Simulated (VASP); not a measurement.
GaN: single point with PBEsol+D4

The system is GaN.

```
CELL_PARAMETERS angstrom
0.00000 2.24895 2.24895
2.24895 0.00000 2.24895
2.24895 2.24895 0.00000
ATOMIC_POSITIONS crystal
Ga 0.00000 0.00000 0.00000
N 0.25000 0.25000 0.25000
```

- Program: VASP 6.6.1
- Task: single point
- Functional: PBEsol
- Dispersion: D4
- Potentials or basis: VASP PAW PBE potentials, release 64 (Ga_d, N)
- Cutoff: 600 eV
- k mesh: 6 × 6 × 6
- Occupations: gaussian, width 0.01 eV
- Spin: no spin polarisation
- Dipole correction: no
- Further INCAR settings: ALGO = Normal; EDIFF = 1e-06; NBANDS = 16

```
Pressure                   : -3.6 GPa
Band gap on the k mesh     : 1.72 eV, direct
Dispersion energy per atom : -0.230 eV
```

Levels at points of the mesh, in eV from the valence-band top:
```
           k point  band 7  band 8  band 9  band 10  band 11  band 12
(0.00, 0.00, 0.00)    0.00    0.00    0.00     1.72    10.24    10.24
(0.50, 0.00, 0.00)   -7.16   -0.99   -0.99     4.60     8.66    10.29
(0.50, 0.50, 0.00)   -6.21   -2.76   -2.76     3.22     6.59    11.62
```

Wall time 23 s on 1 thread of AMD EPYC 7R13, with other jobs on the host, peak memory 0.13 GiB.

Caveat: the PAW data sets were made with another functional, which shifts forces and pressure a little. A hybrid or GW would open this gap; PBEsol tends to underestimate it.
